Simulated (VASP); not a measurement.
Runs of VASP 6.6.1 on PtSeS4. The structure is that of space group P-6m2 (No. 187), or close to it. The cells are those of the table. The cell was built from a structure type or drawn by symmetry, and may not be a known phase.

```tsv
task	cell	k mesh	cutoff (eV)	gap on the mesh (eV)	pressure (GPa)	relaxed volume (Å³/atom)	largest force (eV/Å)
relaxation of cell and atoms	relaxed from a = 6.522, b = 6.522, c = 3.184 Å, angles 90.0, 90.0, 120.0°, 6 atoms	3 × 3 × 6	600	none	-0.1	19.59	0.01
relaxation of cell and atoms	relaxed from a = 6.567, b = 6.567, c = 3.147 Å, angles 90.0, 90.0, 120.0°, 6 atoms	6 × 6 × 12	600	none	0.0	19.70	0.01
single point	a = 6.561, b = 6.561, c = 3.173 Å, angles 90.0, 90.0, 120.0°, 6 atoms	6 × 6 × 12	520	none	(a)	-	0.01
single point	a = 6.522, b = 6.522, c = 3.184 Å, angles 90.0, 90.0, 120.0°, 6 atoms	3 × 3 × 4	520	none	0.0	-	0.01
```

Alike in all rows: level PBE; potentials or basis VASP PAW PBE potentials, release 64 (Pt, Se, S); no spin polarisation; smearing gaussian 0.1 eV.

Question: Estimate the missing entries.

Answer: (a) -0.2.

Caveats: some runs use coarse meshes; spin-orbit coupling is left out, which moves the levels of the heavy elements.

A k mesh can miss the band edges, and the runs leave out spin-orbit coupling on Pt, Se.

A gap of «none» marks levels without a gap at the run's occupations.
